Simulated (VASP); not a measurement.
ZrH: single point with r2SCAN

Crystal: ZrH.

```
Zr H
1.0
    -1.67670    1.67670    2.38992
     1.67670   -1.67670    2.38992
     1.67670    1.67670   -2.38992
Zr H
1 1
Direct
  0.00000 0.00000 0.00000
  0.75000 0.25000 0.50000
```

| Property | Result |
| --- | --- |
| Program | VASP 6.6.1 |
| Task | single point |
| Functional | r2SCAN |
| Potentials or basis | VASP PAW PBE potentials, release 64 (Zr_sv, H) |
| Cutoff | 520 eV |
| k mesh | 10 × 10 × 10 |
| Occupations | fermi-dirac, width 0.1 eV |
| Spin | no spin polarisation |
| Dipole correction | no |
| Further INCAR settings | ALGO = Normal; EDIFF = 1e-07; NBANDS = 14 |

```
Pressure               : 0.0 GPa
Band gap on the k mesh : zero (an odd number of electrons rules out a gap without spin polarisation)
```

Levels at points of the mesh, in eV from the Fermi level:
| k point | band 4 | band 5 | band 6 | band 7 | band 8 | band 9 |
| --- | --- | --- | --- | --- | --- | --- |
| (0.00, 0.00, 0.00) | -27.60 | -8.37 | 0.64 | 0.71 | 0.71 | 3.15 |
| (0.50, 0.00, 0.00) | -27.69 | -6.45 | -0.62 | 0.67 | 0.76 | 4.58 |
| (0.50, 0.50, 0.00) | -27.83 | -5.87 | -2.77 | 0.39 | 4.73 | 4.85 |
| (0.50, 0.50, 0.50) | -27.83 | -5.85 | -2.78 | 0.31 | 4.74 | 4.89 |

It took 4.4 min on 1 thread of Oxide Virtual Turin-like Processor, with other jobs on the host, peak memory 0.16 GiB.

Caveat: the PAW data sets were made with another functional, which shifts forces and pressure a little.
